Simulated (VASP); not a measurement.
# Co (P-3m1) in VASP: further runs

Runs on Co. Level: PBEsol. Tasks: single point.

All numbers are computed with VASP 6.6.1; they aren't measurements. Logs are shortened: lines on timing, memory, paths and dates and some standing lists are left out, and cuts for length are marked.

## 1. The cell of the first run

Symmetry: P-3m1, No. 164, trigonal system. The conventional cell has a = 2.487 Å, b = 2.487 Å, c = 4.063 Å, α = 90.00°, β = 90.00°, γ = 120.00°. Within 3.2 Å of Co (site symmetry 3m) lie 12 Co at 2.42 to 2.55 Å.

## 2. Single point, PBEsol, collinear spin, ferromagnetic start

Input file INCAR:

```
SYSTEM = Co
ALGO = Normal
EDIFF = 1E-6
ENCUT = 520
GGA = PS
ISIF = 2
ISMEAR = -1
ISPIN = 2
LASPH = .TRUE.
LCHARG = .FALSE.
LMAXMIX = 4
LORBIT = 11
LREAL = .FALSE.
LWAVE = .FALSE.
MAGMOM = 2.5 2.5
NBANDS = 20
NELM = 150
PREC = Accurate
SIGMA = 0.05
```

Input file KPOINTS:

```
k-points
0
G
  7 7 4
  0 0 0
```

Input file POSCAR:

```
Co
1.0
    2.4873650000      0.0000000000      0.0000000000
   -1.2436820000      2.1541210000      0.0000000000
    0.0000000000      0.0000000000      4.0632900000
Co
2
Direct
    0.6666666667      0.3333333333      0.2598610000
    0.3333333333      0.6666666667      0.7401390000
```

Potentials or basis: VASP PAW PBE potentials, release 64 (Co).

The run is started by

```
cat potpaw_PBE.64/Co/POTCAR > POTCAR
mpirun -np 1 vasp_std > vasp.out
```

OUTCAR:

```text
SYSTEM = Co
   EDIFF = 1E-6
   ENCUT = 520
   GGA = PS
   ISIF = 2
   ISMEAR = -1
   ISPIN = 2
   LASPH = .TRUE.
   LORBIT = 11
   LREAL = .FALSE.
   NELM = 150
   PREC = Accurate

 ion  position               nearest neighbor table
   1  0.667  0.333  0.260-   2 2.42   2 2.42   2 2.42   2 2.55   2 2.55   2 2.55
   2  0.333  0.667  0.740-   1 2.42   1 2.42   1 2.42   1 2.55   1 2.55   1 2.55

  LATTYP: Found a hexagonal cell.
 ALAT       =     2.4873650000
 C/A-ratio  =     1.6335720733

  Lattice vectors:

 A1 = (   2.4873650000,   0.0000000000,   0.0000000000)
 A2 = (  -1.2436820000,   2.1541210000,   0.0000000000)
 A3 = (   0.0000000000,   0.0000000000,   4.0632900000)

Analysis of symmetry for initial positions (statically):
=====================================================================
 Subroutine PRICEL returns:
 Original cell was already a primitive cell.

 Routine SETGRP: Setting up the symmetry group for a
 hexagonal supercell.

 Subroutine GETGRP returns: Found 12 space group operations
 (whereof 12 operations were pure point group operations)
 out of a pool of 24 trial point group operations.

The static configuration has the point symmetry D_3d.

Analysis of symmetry for dynamics (positions and initial velocities):
=====================================================================
 Subroutine PRICEL returns:
 Original cell was already a primitive cell.

 Routine SETGRP: Setting up the symmetry group for a
 hexagonal supercell.

 Subroutine GETGRP returns: Found 12 space group operations
 (whereof 12 operations were pure point group operations)
 out of a pool of 24 trial point group operations.

The dynamic configuration has the point symmetry D_3d.

Analysis of structural, dynamic, and magnetic symmetry:
=====================================================================
 Subroutine PRICEL returns:
 Original cell was already a primitive cell.

 Routine SETGRP: Setting up the symmetry group for a
 hexagonal supercell.

 Subroutine GETGRP returns: Found 12 space group operations
 (whereof 12 operations were pure point group operations)
 out of a pool of 24 trial point group operations.

The overall configuration has the point symmetry D_3d.

 Subroutine INISYM returns: Found 12 space group operations
 (whereof 12 operations are pure point group operations),
 and found     1 'primitive' translations

----------------------------------------------------------------------------------------

                                     Primitive cell

  volume of cell :      21.7715

  direct lattice vectors                    reciprocal lattice vectors
     2.487365000  0.000000000  0.000000000     0.402031869  0.232113145  0.000000000
    -1.243682000  2.154121000  0.000000000     0.000000000  0.464226476  0.000000000
     0.000000000  0.000000000  4.063290000     0.000000000  0.000000000  0.246105988

  length of vectors
     2.487365000  2.487364509  4.063290000     0.464226384  0.464226476  0.246105988

  position of ions in fractional coordinates (direct lattice)
     0.666666667  0.333333333  0.259861000
     0.333333333  0.666666667  0.740139000

  ion indices of the primitive-cell ions
   primitive index   ion index
                 1           1
                 2           2

----------------------------------------------------------------------------------------

 KPOINTS: k-points

Automatic generation of k-mesh.
 Grid dimensions read from file:
 generate k-points for:    7    7    4

 Generating k-lattice:

  Cartesian coordinates                     Fractional coordinates (reciprocal lattice)
     0.057433124  0.033159021  0.000000000     0.142857143  0.000000000  0.000000000
     0.000000000  0.066318068  0.000000000     0.000000000  0.142857143  0.000000000
     0.000000000  0.000000000  0.061526497     0.000000000  0.000000000  0.250000000

  Length of vectors
     0.066318055  0.066318068  0.061526497

  Shift w.r.t. Gamma in fractional coordinates (k-lattice)
     0.000000000  0.000000000  0.000000000

 Subroutine IBZKPT returns following result:
 ===========================================

 Found     28 irreducible k-points:

 Following reciprocal coordinates:
            Coordinates               Weight
  0.000000  0.000000  0.000000      1.000000
  0.142857 -0.000000  0.000000      6.000000
  0.285714 -0.000000  0.000000      6.000000
  0.428571 -0.000000  0.000000      6.000000
  0.142857  0.142857  0.000000      6.000000
  0.285714  0.142857  0.000000     12.000000
[... 16 lines left out ...]
  0.285714 -0.000000  0.500000      6.000000
  0.428571 -0.000000  0.500000      6.000000
 [... further k-points ...]
   k-points           NKPTS =     28   k-points in BZ     NKDIM =     28   number of bands    NBANDS=     20
   number of dos      NEDOS =    301   number of ions     NIONS =      2
   total plane-waves  NPLWV =   9720
   dimension x,y,z NGX =    18 NGY =   18 NGZ =   30
   dimension x,y,z NGXF=    36 NGYF=   36 NGZF=   60
   ions per type =               2
   NGX,Y,Z   is equivalent  to a cutoff of  12.03, 12.03, 12.27 a.u.
   NGXF,Y,Z  is equivalent  to a cutoff of  24.06, 24.06, 24.55 a.u.
 SYSTEM =  Co
   PREC   = accura    normal or accurate (medium, high low for compatibility)
   ISTART =      0    job   : 0-new  1-cont  2-samecut
   ICHARG =      2    charge: 1-file 2-atom 10-const
   ISPIN  =      2    spin polarized calculation?
   LNONCOLLINEAR =      F non collinear calculations
   LSORBIT =      F    spin-orbit coupling
   LASPH  =      T    aspherical Exc in radial PAW
   ENCUT  =  520.0 eV  38.22 Ry    6.18 a.u.   4.62  4.62  7.56*2*pi/ulx,y,z
   NELM   =    150;   NELMIN=  2; NELMDL= -5     # of ELM steps
   EDIFF  = 0.1E-05   stopping-criterion for ELM
   LREAL  =      F    real-space projection
   EDIFFG = 0.1E-04   stopping-criterion for IOM
   NSW    =      0    number of steps for IOM
   IBRION =     -1    ionic relax: 0-MD 1-quasi-New 2-CG
   NFREE  =      0    steps in history (QN), initial steepest desc. (CG)
   ISIF   =      2    stress and relaxation
   ISYM   =      2    0-nonsym 1-usesym 2-fastsym
   POTIM  = 0.5000    time-step for ionic-motion
   TEBEG  =    0.0;   TEEND  =   0.0 temperature during run
   PSTRESS=    0.0 pullay stress
   NELECT =      18.0000    total number of electrons
   NUPDOWN=      -1.0000    fix difference up-down
   EMIN   =  10.00;   EMAX   =-10.00  energy-range for DOS
   EFERMI =   0.00;   METHOD = LEGACY
   ISMEAR =    -1;   SIGMA  =   0.05  broadening in eV -4-tet -1-fermi 0-gaus
   EFERMI_NEDOS =   21; number of points for ismear=-14 and -15
   IALGO  =     38    algorithm
   IMIX   =      4    mixing-type and parameters
     AMIX     =   0.40;   BMIX     =  1.00
     AMIX_MAG =   1.60;   BMIX_MAG =  1.00
  volume/ion in A,a.u.               =      10.89        73.46
  Fermi-wavevector in a.u.,A,eV,Ry     =   1.536514  2.903590 32.121658  2.360875
  Thomas-Fermi vector in A             =   2.643152
   LORBIT       =     11    0 simple, 1 ext, 2 COOP (PROOUT), +10 PAW based schemes
   GGA     = PS    functional components
   LHFCALC =     F    Hartree Fock is set to
   AEXX    =    0.0000 exact exchange contribution
   IVDW    =     0    specifies the selected vdW correction
   LEPSILON=     F    determine dielectric tensor
   LRPA    =     F    only Hartree local field effects (RPA)
 spin polarized calculation
  energy-cutoff  :      520.00
  volume of cell :       21.77
 maximum number of plane-waves:       597
   NGX =  9   NGY =  9   NGZ = 15

 number of electron      17.9999997 magnetization       3.1920735

 Free energy of the ion-electron system (eV)
  ---------------------------------------------------
  ext. energy  EPLUGINS =         0.00000000
  ---------------------------------------------------
  free energy    TOTEN  =       -15.38673252 eV

  energy without entropy =      -15.36772622  energy(sigma->0) =      -15.37722937

 E-fermi :  10.0559     XC(G=0): -13.5567

 val. band max:       10.0479189691   @ k =   0.4286   0.1429   0.5000
 cond. band min:      10.0686069076   @ k =   0.0000   0.4286   0.2500
 fundamental gap:      0.0206879385
 Fermi energy:        10.0558948134

 spin component 1

 k-point     1 :       0.0000    0.0000    0.0000
  band No.  band energies     occupation
      1       1.0666      1.00000
      2       4.8619      1.00000
      3       7.3818      1.00000
      4       7.4340      1.00000
      5       7.4340      1.00000
      6       7.7248      1.00000
[... 12 lines left out ...]
     19      35.9965      0.00000
     20      35.9965      0.00000

 k-point     2 :       0.1429   -0.0000    0.0000
  band No.  band energies     occupation
      1       1.7726      1.00000
      2       5.2640      1.00000
      3       6.9838      1.00000
      4       7.4611      1.00000
      5       7.5769      1.00000
      6       7.7520      1.00000
[... 498 lines left out ...]
 k-point    24 :       0.4286   -0.0000    0.5000
  band No.  band energies     occupation
      1       5.0041      1.00000
      2       5.1005      1.00000
      3       6.1627      1.00000
      4       6.4380      1.00000
      5       8.0884      1.00000
      6       8.4213      1.00000
[... 12 lines left out ...]
     19      31.5199      0.00000
     20      31.8975      0.00000

 [... further k-points ...]

 spin component 2

 k-point     1 :       0.0000    0.0000    0.0000
  band No.  band energies     occupation
      1       1.1329      1.00000
      2       5.8068      1.00000
      3       8.9553      1.00000
      4       9.0355      1.00000
      5       9.0355      1.00000
      6       9.3544      1.00000
[... 12 lines left out ...]
     19      36.3386      0.00000
     20      36.3386      0.00000

 k-point     2 :       0.1429   -0.0000    0.0000
  band No.  band energies     occupation
      1       1.8436      1.00000
      2       6.2695      1.00000
      3       8.4192      1.00000
      4       8.6316      1.00000
      5       9.1248      1.00000
      6       9.3885      1.00000
[... 498 lines left out ...]
 k-point    24 :       0.4286   -0.0000    0.5000
  band No.  band energies     occupation
      1       5.9737      1.00000
      2       6.0591      1.00000
      3       7.4990      1.00000
      4       7.8277      1.00000
      5       9.7701      0.99672
      6       9.9385      0.91274
[... 12 lines left out ...]
     19      31.8396      0.00000
     20      32.2462      0.00000

 [... further k-points ...]
[... 5 lines left out ...]
  --------------------------------------------------------------------------------------
  -------------------------------------------------------------------------------------
  Total       -1.3063426     -1.3063422     -1.6402781     -0.0000003     -0.0000000     -0.0000000
  in kB      -96.1347120    -96.1346871   -120.7092703     -0.0000223     -0.0000000     -0.0000000
  external PRESSURE =    -104.3262231 kB  Pullay stress =       0.0000000 kB

 VOLUME and BASIS-vectors are now :
 -----------------------------------------------------------------------------
  energy-cutoff  :      520.00
  volume of cell :       21.77
      direct lattice vectors                 reciprocal lattice vectors
     2.487365000  0.000000000  0.000000000     0.402031869  0.232113145  0.000000000
    -1.243682000  2.154121000  0.000000000     0.000000000  0.464226476  0.000000000
     0.000000000  0.000000000  4.063290000     0.000000000  0.000000000  0.246105988

 POSITION                                       TOTAL-FORCE (eV/Angst)
 -----------------------------------------------------------------------------------
      1.24368      0.71804      1.05589        -0.000000      0.000000     -0.482464
      0.00000      1.43608      3.00740         0.000000      0.000000      0.482464
 -----------------------------------------------------------------------------------
    total drift:                                0.000000     -0.000000     -0.000000

  FREE ENERGIE OF THE ION-ELECTRON SYSTEM (eV)
  ---------------------------------------------------
  free  energy   TOTEN  =       -15.3867325220 eV

  energy  without entropy=      -15.3677262181  energy(sigma->0) =      -15.37722937

 total charge

# of ion       s       p       d       tot
------------------------------------------
    1        0.489   0.526   7.255   8.270
    2        0.489   0.526   7.255   8.270
--------------------------------------------------
tot          0.978   1.052  14.511  16.540

 magnetization (x)

# of ion       s       p       d       tot
------------------------------------------
    1       -0.014  -0.047   1.671   1.609
    2       -0.014  -0.047   1.671   1.609
--------------------------------------------------
tot         -0.028  -0.094   3.341   3.219
```

Wall time 53 s (1 thread of Intel Xeon 6975P-C, shared host); peak memory 0.14 GiB.

What came out:

- Free energy: -15.3867 eV
- Pressure: -10.4 GPa
- Largest force: 0.482 eV/Å
- Net moment: 3.19 μB per cell
- Site moments: Co +1.61 μB
- Valence electrons inside the program's atomic spheres: Co 8.27

Forces in eV/Å, atoms in the order of the input:
```
Co   0.000  0.000 -0.482
Co   0.000  0.000  0.482
```

Caveat: the k points lie up to 0.42 Å⁻¹ apart; the PAW data sets were made with another functional, which shifts forces and pressure a little.

## 3. Single point, PBEsol, collinear spin, ferromagnetic start

Input file INCAR:

```
SYSTEM = Co
  ALGO = Normal
  EDIFF = 1E-6
  ENCUT = 520
  GGA = PS
  ISIF = 2
  ISMEAR = -1
  ISPIN = 2
  LASPH = .TRUE.
  LCHARG = .FALSE.
  LMAXMIX = 4
  LORBIT = 11
  LREAL = .FALSE.
  LWAVE = .FALSE.
  MAGMOM = 2.5 2.5
  NBANDS = 20
  NELM = 150
  PREC = Accurate
  SIGMA = 0.05
```

Input file KPOINTS:

```
k-points
0
G
  9 9 5
  0 0 0
```

POSCAR is that of step 2.

Potentials or basis: VASP PAW PBE potentials, release 64 (Co).

The run is started by

```
cat potpaw_PBE.64/Co/POTCAR > POTCAR
mpirun -np 1 vasp_std > vasp.out
```

Run time: 80 s. Hardware: 1 thread of Intel Xeon 6975P-C, shared host; peak memory 0.15 GiB.

The run converged. Its results:

```
Free energy                                           : -15.4204 eV
Pressure                                              : -11.3 GPa
Largest force                                         : 0.435 eV/Å
Net moment                                            : 3.09 μB per cell
Site moments                                          : Co +1.56 μB
Valence electrons inside the program's atomic spheres : Co 8.27
```

Forces in eV/Å, atoms in the order of the input:
```
Co   0.000  0.000 -0.435
Co   0.000  0.000  0.435
```

Stress tensor (GPa, compression positive):
```
-11.09   0.00   0.00
  0.00 -11.09   0.00
  0.00   0.00 -11.72
```

Levels at points of the mesh, in eV from the Fermi level:
Spin up:
| k point | band 7 | band 8 | band 9 | band 10 | band 11 | band 12 | band 13 | band 14 | band 15 | band 16 |
| --- | --- | --- | --- | --- | --- | --- | --- | --- | --- | --- |
| (0.00, 0.00, 0.00) | -2.29 | -1.87 | -1.87 | -0.81 | -0.81 | -0.24 | 6.11 | 21.99 | 24.61 | 24.61 |
Spin down:
```csv
k point,band 4,band 5,band 6,band 7,band 8,band 9,band 10,band 11
"(0.00, 0.00, 0.00)",-1.03,-1.03,-0.71,-0.71,-0.22,-0.15,-0.15,1.00
```

Caveat: the PAW data sets were made with another functional, which shifts forces and pressure a little.
